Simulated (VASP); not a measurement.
Write the native input for VASP 6.6.1 that does the following.

```
Task                   : single point
Functional             : PBE
Potentials or basis    : VASP PAW PBE potentials, release 64 (Sb, S)
Cutoff                 : 520 eV
k mesh                 : 6 × 6 × 6
Occupations            : gaussian, width 0.1 eV
Spin                   : no spin polarisation
Dipole correction      : no
Further INCAR settings : ALGO = Normal; EDIFF = 1e-07; NBANDS = 15
```

The structure of Sb2S lies in POSCAR:

```
Sb2S
1.0
   -2.5838133825      2.5838133825      3.0512212261
    2.5838133825     -2.5838133825      3.0512212261
    2.5838133825      2.5838133825     -3.0512212261
Sb S
2 1
Direct
    0.2500000000      0.7500000000      0.5000000000
    0.7500000000      0.2500000000      0.5000000000
    0.0000000000      0.0000000000      0.0000000000
```

One way to write it, as run:

INCAR

```
SYSTEM = Sb2S
PREC = Accurate
ENCUT = 520
EDIFF = 1E-7
ISMEAR = 0
SIGMA = 0.1
LREAL = .FALSE.
LASPH = .TRUE.
NELM = 60
ALGO = Normal
ISIF = 2
LWAVE = .FALSE.
LCHARG = .FALSE.
GGA = PE
NBANDS = 15
```

KPOINTS

```
regular mesh
0
G
  6 6 6
  0 0 0
```

Potentials or basis: VASP PAW PBE potentials, release 64 (Sb, S).

Command:

```console
$ cat potpaw_PBE.64/Sb/POTCAR potpaw_PBE.64/S/POTCAR > POTCAR
$ mpirun -np 1 vasp_std > vasp.out
```

Results of the run:

```
Pressure               : -0.2 GPa
Band gap on the k mesh : zero (band 8 reaches 8.09 eV, above the bottom of band 9 at 4.99 eV)
```

Caveat: spin-orbit coupling is left out, which moves the levels of the heavy elements.

It took 34 s on 1 thread of Intel(R) Xeon(R) Platinum 8259CL CPU @ 2.50GHz (Skylake/Cascade Lake), with other jobs on the host, peak memory 0.21 GiB.
